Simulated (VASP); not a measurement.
# Al16CN16 (a cell with a defect) in VASP: relaxation of the atoms with PBE

Aim: the relaxation of the atoms of Al16CN16 (a cell with a defect) with PBE.

All numbers are computed with VASP 6.6.1; they aren't measurements. Logs are shortened: lines on timing, memory, paths and dates and some standing lists are left out, and cuts for length are marked.

## (1) The cell of the first run

The cell holds a defect, 33 atoms: a = 6.260 Å, b = 6.260 Å, c = 10.035 Å, α = 90.00°, β = 90.00°, γ = 120.00°.

## (2) Relaxation of the atoms, PBE

INCAR

```
ALGO = Normal ; EDIFF = 1E-6
EDIFFG = -0.03 ; ENCUT = 520
GGA = PE ; IBRION = 2
ISIF = 2 ; ISMEAR = 0
LASPH = T ; LCHARG = F
LREAL = Auto ; LWAVE = F
NELM = 60 ; NSW = 100
PREC = Accurate ; SIGMA = 0.01
```

KPOINTS

```
Automatic mesh
0
Gamma
  1 1 1
  0.25 0.25 0.25
```

POSCAR

```
Al16CN16
1.0
    6.2595139100      0.0000000600      0.0000000000
   -3.1297570100      5.4208980300      0.0000000000
    0.0000000000      0.0000000000     10.0348065900
Al N C
16 16 1
Direct
    0.3333333300      0.1666666700      0.2496176900
    0.1666666700      0.3333333300      0.4996176900
    0.3333333300      0.1666666700      0.7496176900
    0.1666666700      0.3333333300      0.9996176900
    0.3333333300      0.6666666700      0.2496176900
    0.1666666700      0.8333333300      0.4996176900
    0.3333333300      0.6666666700      0.7496176900
    0.1666666700      0.8333333300      0.9996176900
    0.8333333300      0.1666666700      0.2496176900
    0.6666666700      0.3333333300      0.4996176900
    0.8333333300      0.1666666700      0.7496176900
    0.6666666700      0.3333333300      0.9996176900
    0.8333333300      0.6666666700      0.2496176900
    0.6666666700      0.8333333300      0.4996176900
    0.8333333300      0.6666666700      0.7496176900
    0.6666666700      0.8333333300      0.9996176900
    0.3333333300      0.1666666700      0.4403823100
    0.1666666700      0.3333333300      0.1903823100
    0.3333333300      0.1666666700      0.9403823100
    0.1666666700      0.3333333300      0.6903823100
    0.3333333300      0.6666666700      0.4403823100
    0.1666666700      0.8333333300      0.1903823100
    0.3333333300      0.6666666700      0.9403823100
    0.1666666700      0.8333333300      0.6903823100
    0.8333333300      0.1666666700      0.4403823100
    0.6666666700      0.3333333300      0.1903823100
    0.8333333300      0.1666666700      0.9403823100
    0.6666666700      0.3333333300      0.6903823100
    0.8333333300      0.6666666700      0.4403823100
    0.6666666700      0.8333333300      0.1903823100
    0.8333333300      0.6666666700      0.9403823100
    0.6666666700      0.8333333300      0.6903823100
    0.0000000000      0.0000000000      0.3450000000
```

Potentials or basis: VASP PAW PBE potentials, release 64 (Al, N, C).

On the command line:

```bash
$ cat potpaw_PBE.64/Al/POTCAR potpaw_PBE.64/N/POTCAR potpaw_PBE.64/C/POTCAR > POTCAR
$ mpirun -np 1 vasp_std > vasp.out
```

OUTCAR:

```text
EDIFF = 1E-6
   EDIFFG = -0.03
   ENCUT = 520
   GGA = PE
   IBRION = 2
   ISIF = 2
   ISMEAR = 0
   LASPH = T
   LREAL = Auto
   NELM = 60
   NSW = 100
   PREC = Accurate

 ion  position               nearest neighbor table
   1  0.333  0.167  0.250-  18 1.90  26 1.90  22 1.90  17 1.91  33 2.04   4 3.09   2 3.09  12 3.09
                            10 3.09   8 3.09   6 3.09  13 3.13  13 3.13   9 3.13   9 3.13   5 3.13
   2  0.167  0.333  0.500-  17 1.90  25 1.90  21 1.90  20 1.91  33 2.38   3 3.09   1 3.09  11 3.09
                             9 3.09   7 3.09   5 3.09  14 3.13  14 3.13  10 3.13  10 3.13   6 3.13
   3  0.333  0.167  0.750-  20 1.90  28 1.90  24 1.90  19 1.91   2 3.09   4 3.09  10 3.09  12 3.09
                             6 3.09   8 3.09  15 3.13  15 3.13  11 3.13  11 3.13   7 3.13   7 3.13
   4  0.167  0.333  1.000-  19 1.90  27 1.90  23 1.90  18 1.91   1 3.09   3 3.09   9 3.09  11 3.09
                             5 3.09   7 3.09  16 3.13  16 3.13  12 3.13  12 3.13   8 3.13   8 3.13
   5  0.333  0.667  0.250-  22 1.90  30 1.90  18 1.90  21 1.91   6 3.09   8 3.09  14 3.09  16 3.09
                             2 3.09   4 3.09   9 3.13   9 3.13  13 3.13  13 3.13   1 3.13   1 3.13
   6  0.167  0.833  0.500-  21 1.90  29 1.90  17 1.90  24 1.91  33 2.38   7 3.09   5 3.09  15 3.09
                            13 3.09   3 3.09   1 3.09  10 3.13  10 3.13  14 3.13  14 3.13   2 3.13
   7  0.333  0.667  0.750-  24 1.90  32 1.90  20 1.90  23 1.91   6 3.09   8 3.09  14 3.09  16 3.09
                             2 3.09   4 3.09  11 3.13  11 3.13  15 3.13  15 3.13   3 3.13   3 3.13
   8  0.167  0.833  1.000-  23 1.90  31 1.90  19 1.90  22 1.91   5 3.09   7 3.09  13 3.09  15 3.09
                             1 3.09   3 3.09  12 3.13  12 3.13  16 3.13  16 3.13   4 3.13   4 3.13
   9  0.833  0.167  0.250-  26 1.90  18 1.90  30 1.90  25 1.91  33 2.04  12 3.09  10 3.09   4 3.09
[... 16 lines left out ...]
  18  0.167  0.333  0.190-   1 1.90   9 1.90   5 1.90   4 1.91
  19  0.333  0.167  0.940-   4 1.90  12 1.90   8 1.90   3 1.91
  20  0.167  0.333  0.690-   3 1.90  11 1.90   7 1.90   2 1.91
  21  0.333  0.667  0.440-   6 1.90  14 1.90   2 1.90   5 1.91
  22  0.167  0.833  0.190-   5 1.90  13 1.90   1 1.90   8 1.91
[... 8 lines left out ...]
  31  0.833  0.667  0.940-  16 1.90   8 1.90  12 1.90  15 1.91
  32  0.667  0.833  0.690-  15 1.90   7 1.90  11 1.90  14 1.91
  33  0.000  0.000  0.345-   1 2.04  13 2.04   9 2.04  14 2.38   2 2.38   6 2.38

  LATTYP: Found a hexagonal cell.
 ALAT       =     6.2595139100
 C/A-ratio  =     1.6031287308

  Lattice vectors:

 A1 = (   6.2595139100,   0.0000000600,   0.0000000000)
 A2 = (  -3.1297570100,   5.4208980300,   0.0000000000)
 A3 = (   0.0000000000,   0.0000000000,  10.0348065900)

Analysis of symmetry for initial positions (statically):
=====================================================================
 Subroutine PRICEL returns:
 Original cell was already a primitive cell.

 Routine SETGRP: Setting up the symmetry group for a
 hexagonal supercell.

[... 187 lines left out ...]
 conjugate gradient relaxation of ions
 non-spin polarized calculation
 Gauss-broadening in eV      SIGMA  =   0.01
  energy-cutoff  :      520.00
  volume of cell :      340.50
 maximum number of plane-waves:      9148
 NGX is ok and might be reduce to    48
   NGX = 23   NGY = 23   NGZ = 37

--------------------------------------- Ionic step        1  -------------------------------------------

 number of electron     131.9999982 magnetization

 Free energy of the ion-electron system (eV)
  ---------------------------------------------------
  ext. energy  EPLUGINS =         0.00000000
  ---------------------------------------------------
  free energy    TOTEN  =      -239.27500703 eV

  energy without entropy =     -239.27500703  energy(sigma->0) =     -239.27500703

------------------------ aborting loop because EDIFF is reached ----------------------------------------

  FORCE on cell =-STRESS in cart. coord.  units (eV):
  Direction    XX          YY          ZZ          XY          YZ          ZX
  --------------------------------------------------------------------------------------
  -------------------------------------------------------------------------------------
  Total        8.4453019      8.4453019     17.3222930     -0.0000000     -0.0000000      0.0000000
  in kB       39.7378992     39.7378992     81.5070373     -0.0000000     -0.0000000      0.0000000
  external PRESSURE =      53.6609452 kB  Pullay stress =       0.0000000 kB
[... 182 lines left out ...]
  FREE ENERGIE OF THE ION-ELECTRON SYSTEM (eV)
  ---------------------------------------------------
  free  energy   TOTEN  =      -239.8474211074 eV

  energy  without entropy=     -239.8474211074  energy(sigma->0) =     -239.84742111

[... ionic steps 4 to 35 ...]

--------------------------------------- Ionic step       36  -------------------------------------------

 number of electron     131.9999989 magnetization

------------------------ aborting loop because EDIFF is reached ----------------------------------------
[... 129 lines left out ...]
--------------------------------------- Ionic step       38  -------------------------------------------

 number of electron     131.9999988 magnetization

 Free energy of the ion-electron system (eV)
  ---------------------------------------------------
  ext. energy  EPLUGINS =         0.00000000
  ---------------------------------------------------
  free energy    TOTEN  =      -241.20807867 eV

  energy without entropy =     -241.20807867  energy(sigma->0) =     -241.20807867

 E-fermi :   7.9924     XC(G=0): -10.9783

 val. band max:        7.9033791942   @ k =   0.2500   0.2500   0.2500
 cond. band min:       9.5851867034   @ k =   0.2500   0.2500   0.2500
 fundamental gap:      1.6818075092
 Fermi energy:         7.9923565342

 k-point     1 :       0.2500    0.2500    0.2500
  band No.  band energies     occupation
      1      -8.8735      2.00000
      2      -8.2545      2.00000
      3      -8.0707      2.00000
      4      -7.8956      2.00000
      5      -7.5769      2.00000
      6      -7.5248      2.00000
[... 70 lines left out ...]
     77      12.9432      0.00000
     78      13.1792      0.00000
 [bands above 78 left out]

------------------------ aborting loop because EDIFF is reached ----------------------------------------

  FORCE on cell =-STRESS in cart. coord.  units (eV):
  Direction    XX          YY          ZZ          XY          YZ          ZX
  --------------------------------------------------------------------------------------
  -------------------------------------------------------------------------------------
  Total        4.4947566      4.4947566     17.0133176     -0.0000000     -0.0000000      0.0000000
  in kB       21.1492957     21.1492957     80.0532074     -0.0000000     -0.0000000      0.0000000
  external PRESSURE =      40.7839329 kB  Pullay stress =       0.0000000 kB
[... 48 lines left out ...]
  FREE ENERGIE OF THE ION-ELECTRON SYSTEM (eV)
  ---------------------------------------------------
  free  energy   TOTEN  =      -241.2080786704 eV

  energy  without entropy=     -241.2080786704  energy(sigma->0) =     -241.20807867

 reached required accuracy - stopping structural energy minimisation
```

Run time: 23 min. Hardware: 1 thread of Intel Xeon Platinum 8488C (Sapphire Rapids), shared host; peak memory 0.48 GiB.

What came out:

```
Free energy                  : -241.2081 eV
Energy gained by relaxing    : 58.6 meV/atom
Ionic steps                  : 38
Pressure after relaxing      : 4.1 GPa
Largest force after relaxing : 0.015 eV/Å
Band gap on the k mesh       : 1.68 eV
```

Forces on the atoms (eV/Å):
```
Al  -0.006 -0.003 -0.004
Al   0.000  0.003 -0.003
Al   0.004  0.002  0.006
Al   0.000 -0.001 -0.007
Al   0.000  0.000  0.006
Al   0.003 -0.002 -0.003
Al   0.000  0.000  0.000
Al  -0.001  0.001 -0.007
Al   0.006 -0.003 -0.004
Al   0.000  0.000 -0.004
Al  -0.004  0.002  0.006
Al   0.000  0.000  0.015
Al   0.000  0.007 -0.004
Al  -0.003 -0.002 -0.003
Al   0.000 -0.004  0.006
Al   0.001  0.001 -0.007
N   -0.009 -0.005 -0.004
N    0.000  0.002 -0.005
N   -0.001  0.000  0.003
N    0.000 -0.005  0.004
N    0.000  0.000  0.009
N    0.001 -0.001 -0.005
N    0.000  0.000 -0.009
N   -0.004  0.003  0.004
N    0.009 -0.005 -0.004
N    0.000  0.000  0.011
N    0.001  0.000  0.003
N    0.000  0.000 -0.009
N    0.000  0.010 -0.004
N   -0.001 -0.001 -0.005
N    0.000  0.001  0.003
N    0.004  0.003  0.004
C    0.000  0.000  0.007
```

Step by step:
```tsv
step	energy change (eV)	largest force (eV/Å)	pressure (GPa)
1	0.0000	1.9696	5.37
2	-0.5584	0.9394	5.02
3	-0.5724	0.9611	4.98
4	-0.6724	0.5502	4.90
5	-0.6774	0.5524	4.88
6	-0.7178	0.3096	4.81
7	-0.7184	0.3075	4.81
8	-0.7333	0.4635	4.76
9	-0.7348	0.5331	4.74
10	-0.7483	0.7040	4.70
11	-0.8049	1.2490	4.57
12	-0.9699	2.0243	4.28
13	-1.1295	1.6414	3.98
14	-1.1445	1.7460	4.00
15	-1.1530	1.4701	3.98
16	-1.1554	1.4795	3.98
17	-1.1614	1.5072	3.97
18	-1.1682	1.5662	3.97
19	-1.1751	1.5616	3.96
20	-1.1956	1.5543	3.96
21	-1.2352	1.5333	3.93
22	-1.3093	1.4875	3.90
23	-1.4363	1.3767	3.86
24	-1.6033	1.1480	3.85
25	-1.5707	1.4434	4.18
26	-1.6503	0.9183	3.93
27	-1.7301	0.6722	3.94
28	-1.8316	0.5853	4.04
29	-1.8795	0.3945	4.04
30	-1.9076	0.3668	4.08
31	-1.9217	0.2903	4.08
32	-1.9284	0.1982	4.08
33	-1.9317	0.1008	4.08
34	-1.9325	0.0476	4.08
35	-1.9325	0.0489	4.09
36	-1.9329	0.0333	4.08
37	-1.9329	0.0361	4.08
38	-1.9331	0.0151	4.08
```

Final structure:
```
CELL_PARAMETERS angstrom
6.25951 0.00000 0.00000
-3.12976 5.42090 0.00000
0.00000 0.00000 10.03481
ATOMIC_POSITIONS crystal
Al 0.32918 0.16459 0.24449
Al 0.16755 0.33510 0.50294
Al 0.33223 0.16612 0.75059
Al 0.16738 0.33475 0.99774
Al 0.33333 0.66667 0.24662
Al 0.16755 0.83245 0.50294
Al 0.33333 0.66667 0.74957
Al 0.16738 0.83262 0.99774
Al 0.83541 0.16459 0.24449
Al 0.66667 0.33333 0.50595
Al 0.83388 0.16612 0.75059
Al 0.66667 0.33333 0.99823
Al 0.83541 0.67082 0.24449
Al 0.66490 0.83245 0.50294
Al 0.83388 0.66777 0.75059
Al 0.66525 0.83262 0.99774
N 0.35834 0.17917 0.43393
N 0.16917 0.33834 0.18467
N 0.33257 0.16629 0.93762
N 0.16671 0.33343 0.68938
N 0.33333 0.66667 0.43953
N 0.16917 0.83083 0.18467
N 0.33333 0.66667 0.93612
N 0.16671 0.83329 0.68938
N 0.82083 0.17917 0.43393
N 0.66667 0.33333 0.18436
N 0.83371 0.16629 0.93762
N 0.66667 0.33333 0.69190
N 0.82083 0.64166 0.43393
N 0.66166 0.83083 0.18467
N 0.83371 0.66743 0.93762
N 0.66657 0.83329 0.68938
C 0.00000 0.00000 0.40868
```

Caveat: the k points lie up to 1.16 Å⁻¹ apart, too coarse for converged energies, forces and pressures.
